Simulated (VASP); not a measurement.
Input of a VASP 6.6.1 run:

File INCAR:

```
SYSTEM = Mg5ZnS6
PREC = Accurate ; ENCUT = 520
EDIFF = 1E-6 ; ISMEAR = 0
SIGMA = 0.1 ; LREAL = .FALSE.
LASPH = .TRUE. ; NELM = 100
ALGO = Normal ; ISIF = 2
LWAVE = .FALSE. ; LCHARG = .TRUE.
GGA = PE ; LELF = .TRUE.
LVHAR = .TRUE. ; NBANDS = 41
```

KPOINTS

```
Automatic mesh
0
G
  2 3 3
  0 0 0
```

File POSCAR:

```
Mg5ZnS6
1.0
   -0.0000043879      0.0009635021      6.4653280608
    6.9578425153      0.0005283346     -0.0000495999
   -3.4784648508      6.0285535025      0.0008747765
Mg Zn S
5 1 6
Direct
    0.0022033162      0.0001787134      0.6698454079
    0.0022793383      0.6701314424      0.9997633455
    0.0024276904      0.3300629330      0.3298066599
    0.5023766568      0.3331300312      0.6669343768
    0.5022787920      0.6665330776      0.3333560367
    0.5048475367     -0.0000508623      0.0002242433
    0.3848242339     -0.0003637311      0.6771549326
    0.3849265723      0.6768764979      1.0000238845
    0.3850310381      0.3228182858      0.3232614979
    0.8842069841      0.3335023357      0.6664583060
    0.8703861659      0.0003114067      0.9999172551
    0.8842116152      0.6668698698      0.3332540537
```

Potentials or basis: VASP PAW PBE potentials, release 64 (Mg, Zn, S).

The run is started by

```bash
$ cat potpaw_PBE.64/Mg/POTCAR potpaw_PBE.64/Zn/POTCAR potpaw_PBE.64/S/POTCAR > POTCAR
$ mpirun -np 1 vasp_std > vasp.out
```

Q: Estimate the largest force.

A: 0.027 eV/Å.

Q: What does it give for the pressure?

A: -0.1 GPa.

Q: Estimate the band gap on the k mesh.

A: 3.13 eV.

Forces in eV/Å, atoms in the order of the input:
```
Mg   0.004 -0.013  0.001
Mg  -0.016  0.003 -0.002
Mg   0.009  0.014 -0.001
Mg   0.000 -0.003  0.013
Mg  -0.001  0.001  0.017
Zn   0.002 -0.001 -0.019
S    0.014 -0.012 -0.012
S   -0.016  0.003 -0.014
S    0.009  0.008 -0.015
S    0.000  0.005  0.003
S   -0.004  0.000  0.027
S    0.000 -0.003  0.002
```

Caveat: the k points lie up to 0.49 Å⁻¹ apart.
